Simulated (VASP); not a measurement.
# PbO2 (R-3m) in VASP: notebook

PbO2 is run at these levels: PBE, PBEsol, LDA; tasks: single point.

Everything below comes from runs of VASP 6.6.1. Logs are shortened: lines on timing, memory, paths and dates and some standing lists are left out, and cuts for length are marked.

## 1. The cell of the first run

The structure is trigonal, space group R-3m (No. 166). The conventional cell has a = 3.451 Å, b = 3.451 Å, c = 13.045 Å, α = 90.00°, β = 90.00°, γ = 120.00°. Pb (site symmetry -3m) has 6 O at 2.24 Å within 3.0 Å. Within 3.0 Å of O (site symmetry 3m) lie 3 Pb at 2.24 Å and 3 O at 2.87 Å.

## 2. Single point, PBE (volume scaled by 0.980)

Input file INCAR:

```
SYSTEM = PbO2
  PREC = Accurate
  ENCUT = 520
  EDIFF = 1E-6
  ISMEAR = 0
  SIGMA = 0.05
  LREAL = .False.
  LASPH = .True.
  NELM = 60
  ALGO = Normal
  ISIF = 2
  LWAVE = .False.
  LCHARG = .False.
  GGA = PE
  NBANDS = 20
```

Input file KPOINTS:

```
regular mesh
0
Gamma
  12 12 12
  0 0 0
```

Input file POSCAR:

```
PbO2
1.0
    1.7252761632      0.9960886573      4.3482215983
   -1.7252761632      0.9960886573      4.3482215983
    0.0000000000     -1.9921773145      4.3482215983
Pb O
1 2
Direct
    0.0000000000      0.0000000000      0.0000000000
    0.2543501108      0.2543501108      0.2543501108
    0.7456498892      0.7456498892      0.7456498892
```

Potentials or basis: VASP PAW PBE potentials, release 64 (Pb_d, O).

Command:

```sh
> cat potpaw_PBE.64/Pb_d/POTCAR potpaw_PBE.64/O/POTCAR > POTCAR
> mpirun -np 1 vasp_std > vasp.out
```

OUTCAR:

```text
SYSTEM = PbO2
   PREC = Accurate
   ENCUT = 520
   EDIFF = 1E-6
   ISMEAR = 0
   LREAL = .False.
   LASPH = .True.
   NELM = 60
   ISIF = 2
   GGA = PE

 ion  position               nearest neighbor table
   1  0.000  0.000  0.000-   3 2.24   3 2.24   2 2.24   2 2.24   3 2.24   2 2.24
   2  0.254  0.254  0.254-   1 2.24   1 2.24   1 2.24
   3  0.746  0.746  0.746-   1 2.24   1 2.24   1 2.24

  LATTYP: Found a trigonal (rhomboedric) cell.
 ALAT       =     4.7828654090
 COS(alpha) =     0.7397618757

  Lattice vectors:

 A1 = (   1.7252761632,   0.9960886573,   4.3482215983)
 A2 = (  -1.7252761632,   0.9960886573,   4.3482215983)
 A3 = (   0.0000000000,  -1.9921773145,   4.3482215983)

Analysis of symmetry for initial positions (statically):
=====================================================================
 Subroutine PRICEL returns:
 Original cell was already a primitive cell.

 Routine SETGRP: Setting up the symmetry group for a
 trigonal (rhombohedral) supercell.

 Subroutine GETGRP returns: Found 12 space group operations
 (whereof 12 operations were pure point group operations)
 out of a pool of 12 trial point group operations.

The static configuration has the point symmetry D_3d.

Analysis of symmetry for dynamics (positions and initial velocities):
=====================================================================
 Subroutine PRICEL returns:
 Original cell was already a primitive cell.

 Routine SETGRP: Setting up the symmetry group for a
 trigonal (rhombohedral) supercell.

 Subroutine GETGRP returns: Found 12 space group operations
 (whereof 12 operations were pure point group operations)
 out of a pool of 12 trial point group operations.

The dynamic configuration has the point symmetry D_3d.

 Subroutine INISYM returns: Found 12 space group operations
 (whereof 12 operations are pure point group operations),
 and found     1 'primitive' translations

----------------------------------------------------------------------------------------

                                     Primitive cell

  volume of cell :      44.8352

  direct lattice vectors                    reciprocal lattice vectors
     1.725276163  0.996088657  4.348221598     0.289808676  0.167321117  0.076659693
    -1.725276163  0.996088657  4.348221598    -0.289808676  0.167321117  0.076659693
     0.000000000 -1.992177314  4.348221598     0.000000000 -0.334642234  0.076659693

  length of vectors
     4.782865409  4.782865409  4.782865409     0.343310549  0.343310549  0.343310549

  position of ions in fractional coordinates (direct lattice)
     0.000000000  0.000000000  0.000000000
     0.254350111  0.254350111  0.254350111
     0.745649889  0.745649889  0.745649889

  ion indices of the primitive-cell ions
   primitive index   ion index
                 1           1
                 2           2
                 3           3

----------------------------------------------------------------------------------------

 KPOINTS: regular mesh

Automatic generation of k-mesh.
 Grid dimensions read from file:
 generate k-points for:   12   12   12

 Generating k-lattice:

  Cartesian coordinates                     Fractional coordinates (reciprocal lattice)
     0.024150723  0.013943426  0.006388308     0.083333333  0.000000000  0.000000000
    -0.024150723  0.013943426  0.006388308     0.000000000  0.083333333  0.000000000
     0.000000000 -0.027886853  0.006388308     0.000000000  0.000000000  0.083333333

  Length of vectors
     0.028609212  0.028609212  0.028609212

  Shift w.r.t. Gamma in fractional coordinates (k-lattice)
     0.000000000  0.000000000  0.000000000

 Subroutine IBZKPT returns following result:
 ===========================================

 Found    189 irreducible k-points:

 Following reciprocal coordinates:
            Coordinates               Weight
  0.000000  0.000000  0.000000      1.000000
  0.083333 -0.000000  0.000000      6.000000
  0.166667  0.000000 -0.000000      6.000000
  0.250000 -0.000000  0.000000      6.000000
  0.333333  0.000000  0.000000      6.000000
  0.416667  0.000000  0.000000      6.000000
[... 16 lines left out ...]
  0.500000  0.166667  0.000000     12.000000
 -0.416667  0.166667  0.000000     12.000000
 [... further k-points ...]
   k-points           NKPTS =    189   k-points in BZ     NKDIM =    189   number of bands    NBANDS=     20
   number of dos      NEDOS =    301   number of ions     NIONS =      3
   total plane-waves  NPLWV =  46656
   dimension x,y,z NGX =    36 NGY =   36 NGZ =   36
   dimension x,y,z NGXF=    72 NGYF=   72 NGZF=   72
   ions per type =               1   2
   NGX,Y,Z   is equivalent  to a cutoff of  12.51, 12.51, 12.51 a.u.
   NGXF,Y,Z  is equivalent  to a cutoff of  25.03, 25.03, 25.03 a.u.
 SYSTEM =  PbO2
   PREC   = accura    normal or accurate (medium, high low for compatibility)
   ISTART =      0    job   : 0-new  1-cont  2-samecut
   ICHARG =      2    charge: 1-file 2-atom 10-const
   ISPIN  =      1    spin polarized calculation?
   LNONCOLLINEAR =      F non collinear calculations
   LSORBIT =      F    spin-orbit coupling
   LASPH  =      T    aspherical Exc in radial PAW
   ENCUT  =  520.0 eV  38.22 Ry    6.18 a.u.   8.89  8.89  8.89*2*pi/ulx,y,z
   NELM   =     60;   NELMIN=  2; NELMDL= -5     # of ELM steps
   EDIFF  = 0.1E-05   stopping-criterion for ELM
   LREAL  =      F    real-space projection
   EDIFFG = 0.1E-04   stopping-criterion for IOM
   NSW    =      0    number of steps for IOM
   IBRION =     -1    ionic relax: 0-MD 1-quasi-New 2-CG
   NFREE  =      0    steps in history (QN), initial steepest desc. (CG)
   ISIF   =      2    stress and relaxation
   ISYM   =      2    0-nonsym 1-usesym 2-fastsym
   POTIM  = 0.5000    time-step for ionic-motion
   TEBEG  =    0.0;   TEEND  =   0.0 temperature during run
   PSTRESS=    0.0 pullay stress
   NELECT =      26.0000    total number of electrons
   NUPDOWN=      -1.0000    fix difference up-down
   EMIN   =  10.00;   EMAX   =-10.00  energy-range for DOS
   EFERMI =   0.00;   METHOD = LEGACY
   ISMEAR =     0;   SIGMA  =   0.05  broadening in eV -4-tet -1-fermi 0-gaus
   EFERMI_NEDOS =   21; number of points for ismear=-14 and -15
   IALGO  =     38    algorithm
   IMIX   =      4    mixing-type and parameters
     AMIX     =   0.40;   BMIX     =  1.00
     AMIX_MAG =   1.60;   BMIX_MAG =  1.00
  volume/ion in A,a.u.               =      14.95       100.85
  Fermi-wavevector in a.u.,A,eV,Ry     =   1.365189  2.579833 25.357734  1.863741
  Thomas-Fermi vector in A             =   2.491439
   LORBIT       =      0    0 simple, 1 ext, 2 COOP (PROOUT), +10 PAW based schemes
   GGA     = PE    functional components
   LHFCALC =     F    Hartree Fock is set to
   AEXX    =    0.0000 exact exchange contribution
   IVDW    =     0    specifies the selected vdW correction
   LEPSILON=     F    determine dielectric tensor
   LRPA    =     F    only Hartree local field effects (RPA)
 non-spin polarized calculation
 Gauss-broadening in eV      SIGMA  =   0.05
  energy-cutoff  :      520.00
  volume of cell :       44.84
 maximum number of plane-waves:      1231
   NGX = 17   NGY = 17   NGZ = 17

 number of electron      26.0000000 magnetization

 Free energy of the ion-electron system (eV)
  ---------------------------------------------------
  ext. energy  EPLUGINS =         0.00000000
  ---------------------------------------------------
  free energy    TOTEN  =       -15.68019676 eV

  energy without entropy =      -15.68009867  energy(sigma->0) =      -15.68014771

 E-fermi :   3.7104     XC(G=0): -10.3046

 val. band max:        3.6576793397   @ k =   0.0000   0.0000   0.0000
 cond. band min:       4.0956684983   @ k =   0.0833   0.0833   0.0833
 fundamental gap:      0.4379891585
 Fermi energy:         3.7103606621

 k-point     1 :       0.0000    0.0000    0.0000
  band No.  band energies     occupation
      1     -14.3941      2.00000
      2     -12.3225      2.00000
      3     -11.7795      2.00000
      4     -11.7795      2.00000
      5     -11.5323      2.00000
      6     -11.4823      2.00000
[... 12 lines left out ...]
     19      19.9869      0.00000
     20      20.3498      0.00000

 k-point     2 :       0.0833   -0.0000    0.0000
  band No.  band energies     occupation
      1     -14.3286      2.00000
      2     -12.6418      2.00000
      3     -11.7590      2.00000
      4     -11.5761      2.00000
      5     -11.5244      2.00000
      6     -11.4839      2.00000
[... 12 lines left out ...]
     19      18.8528      0.00000
     20      20.2891      0.00000

 k-point     3 :       0.1667    0.0000   -0.0000
  band No.  band energies     occupation
      1     -14.1523      2.00000
      2     -13.0632      2.00000
      3     -11.7066      2.00000
      4     -11.5710      2.00000
      5     -11.5014      2.00000
      6     -11.4836      2.00000
[... 12 lines left out ...]
     19      17.8098      0.00000
     20      20.2049      0.00000

 k-point     4 :       0.2500   -0.0000    0.0000
  band No.  band energies     occupation
      1     -13.9661      2.00000
      2     -13.3294      2.00000
      3     -11.6530      2.00000
      4     -11.6051      2.00000
      5     -11.4739      2.00000
      6     -11.4629      2.00000
[... 12 lines left out ...]
     19      17.1220      0.00000
     20      20.0873      0.00000

 k-point     5 :       0.3333    0.0000    0.0000
  band No.  band energies     occupation
      1     -13.9961      2.00000
      2     -13.2422      2.00000
      3     -11.6471      2.00000
      4     -11.6304      2.00000
      5     -11.4507      2.00000
      6     -11.4084      2.00000
[... 12 lines left out ...]
     19      16.8211      0.00000
     20      18.9098      0.00000
[... 353 lines left out ...]
      6     -11.4169      2.00000
[... 12 lines left out ...]
     19      17.2107      0.00000
     20      18.9859      0.00000

 k-point    22 :       0.4167    0.1667    0.0000
  band No.  band energies     occupation
      1     -13.8610      2.00000
      2     -13.4750      2.00000
      3     -11.6165      2.00000
      4     -11.5587      2.00000
      5     -11.4101      2.00000
      6     -11.2546      2.00000
[... 12 lines left out ...]
     19      17.4886      0.00000
     20      18.2812      0.00000

 k-point    23 :       0.5000    0.1667    0.0000
  band No.  band energies     occupation
      1     -13.9892      2.00000
      2     -13.3229      2.00000
      3     -11.6389      2.00000
      4     -11.5160      2.00000
      5     -11.4195      2.00000
      6     -11.0800      2.00000
[... 12 lines left out ...]
     19      17.4766      0.00000
     20      18.1848      0.00000

 k-point    24 :      -0.4167    0.1667    0.0000
  band No.  band energies     occupation
      1     -14.0283      2.00000
      2     -13.2767      2.00000
      3     -11.6476      2.00000
      4     -11.4795      2.00000
      5     -11.4456      2.00000
      6     -11.0116      2.00000
[... 12 lines left out ...]
     19      17.1842      0.00000
     20      18.3140      0.00000

 [... further k-points ...]
[... 5 lines left out ...]
  --------------------------------------------------------------------------------------
  -------------------------------------------------------------------------------------
  Total        0.2184744      0.2184744      0.0985102      0.0000000      0.0000000      0.0000000
  in kB        7.8071332      7.8071332      3.5202405      0.0000000      0.0000000      0.0000000
  external PRESSURE =       6.3781689 kB  Pullay stress =       0.0000000 kB

 VOLUME and BASIS-vectors are now :
 -----------------------------------------------------------------------------
  energy-cutoff  :      520.00
  volume of cell :       44.84
      direct lattice vectors                 reciprocal lattice vectors
     1.725276163  0.996088657  4.348221598     0.289808676  0.167321117  0.076659693
    -1.725276163  0.996088657  4.348221598    -0.289808676  0.167321117  0.076659693
     0.000000000 -1.992177314  4.348221598     0.000000000 -0.334642234  0.076659693

 POSITION                                       TOTAL-FORCE (eV/Angst)
 -----------------------------------------------------------------------------------
      0.00000      0.00000      0.00000        -0.000000      0.000000      0.000000
      0.00000      0.00000      3.31791         0.000000     -0.000000     -0.037052
      0.00000      0.00000      9.72675         0.000000      0.000000      0.037052
 -----------------------------------------------------------------------------------
    total drift:                               -0.000000     -0.000000     -0.000000

  FREE ENERGIE OF THE ION-ELECTRON SYSTEM (eV)
  ---------------------------------------------------
  free  energy   TOTEN  =       -15.6801967554 eV

  energy  without entropy=      -15.6800986715  energy(sigma->0) =      -15.68014771
```

Wall time 3.4 min (1 thread of Intel Xeon 6975P-C, shared host); peak memory 0.31 GiB.

What came out:

```
Free energy   : -15.6802 eV
Pressure      : 0.6 GPa
Largest force : 0.037 eV/Å
```

Forces on the atoms (eV/Å):
```
Pb   0.000  0.000  0.000
O    0.000  0.000 -0.037
O    0.000  0.000  0.037
```

Caveat: the cell differs from its parent crystal (volume scaled by 0.980); spin-orbit coupling is left out, which moves the levels of the heavy elements.

## 3. Single point, PBE

This run uses another cell than the first one, of 15.25 Å³/atom, 1.020 times its volume.

Input file INCAR:

```
PREC = Accurate ; ENCUT = 520
EDIFF = 1E-6 ; ISMEAR = 0
SIGMA = 0.05 ; LREAL = F
LASPH = T ; NELM = 100
ALGO = Normal ; ISIF = 2
LWAVE = F ; LCHARG = F
GGA = PE ; NBANDS = 20
```

Input file KPOINTS:

```
regular mesh
0
Gamma
  12 12 12
```

Input file POSCAR:

```
PbO2
1.0
    1.7231622733      0.9948682024      4.4478535782
   -1.7231622733      0.9948682024      4.4478535782
    0.0000000000     -1.9897364047      4.4478535782
Pb O
1 2
Direct
    0.0000000000      0.0000000000      0.0000000000
    0.2556547323      0.2556547323      0.2556547323
    0.7443452677      0.7443452677      0.7443452677
```

Potentials or basis: VASP PAW PBE potentials, release 64 (Pb_d, O).

Command:

```sh
> cat potpaw_PBE.64/Pb_d/POTCAR potpaw_PBE.64/O/POTCAR > POTCAR
> mpirun -np 1 vasp_std > vasp.out
```

It took 3.5 min on 1 thread of Intel Xeon 6975P-C, shared host; peak memory 0.31 GiB.

The run converged. Its results:

```
Free energy            : -15.6810 eV
Pressure               : 0.3 GPa
Largest force          : 0.032 eV/Å
Band gap on the k mesh : 0.11 eV, indirect (least direct gap 0.17 eV)
```

Forces in eV/Å, atoms in the order of the input:
```
Pb   0.000  0.000  0.000
O    0.000  0.000 -0.032
O    0.000  0.000  0.032
```

Stress tensor (GPa, compression positive):
```
0.38 0.00 0.00
0.00 0.38 0.00
0.00 0.00 0.01
```

Levels at points of the mesh, in eV from the valence-band top:
```
           k point  band 9  band 10  band 11  band 12  band 13  band 14  band 15  band 16  band 17  band 18
(0.00, 0.00, 0.00)   -1.37    -1.37    -0.76    -0.76    -0.06     0.11     5.12     9.87     9.87    11.41
(0.50, 0.00, 0.00)   -3.60    -2.73    -1.67    -0.74    -0.61     3.10     7.13     8.70    11.36    12.39
(0.50, 0.50, 0.00)   -4.03    -2.99    -0.97    -0.28     0.00     2.71     6.03     9.54    10.45    11.39
(0.50, 0.50, 0.50)   -1.59    -1.56    -1.56    -0.62    -0.62     1.95     5.11    10.27    10.27    13.50
```

Caveat: spin-orbit coupling is left out, which moves the levels of the heavy elements. A k mesh can miss the band edges.

(Continued in part 2 of 2.)
